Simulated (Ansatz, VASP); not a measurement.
Two plane-wave programs on Ge

```xyz
2
Lattice="0.0000 2.9009 2.9009 2.9009 0.0000 2.9009 2.9009 2.9009 0.0000" Properties=species:S:1:pos:R:3 pbc="T T T"
Ge    2.9009    2.9009    2.9009
Ge    4.3514    4.3514    4.3514
```

Alike in both runs: task single point; functional PBE; k mesh 14 × 14 × 14; occupations fermi-dirac, width 0.15 eV; no spin polarisation.

```csv
,VASP,Ansatz
version,VASP 6.6.1,Ansatz 0.2.0
potentials or method,"VASP PAW PBE potentials, release 64 (Ge_d), cutoff 520 eV","scalar-relativistic, plane waves, PAW"
valence electrons in the cell,28,28
```

|  | VASP | Ansatz | Ansatz less VASP |
| --- | --- | --- | --- |
| gap on the k mesh at the Fermi level (eV) | none | none | - |
| pressure (GPa) | -1.2 | -1.1 | +0.11 |

A gap of «none» marks a metal or a gap that the smearing closes. With one functional, cell and mesh, what is left measures potentials, basis and numerics.
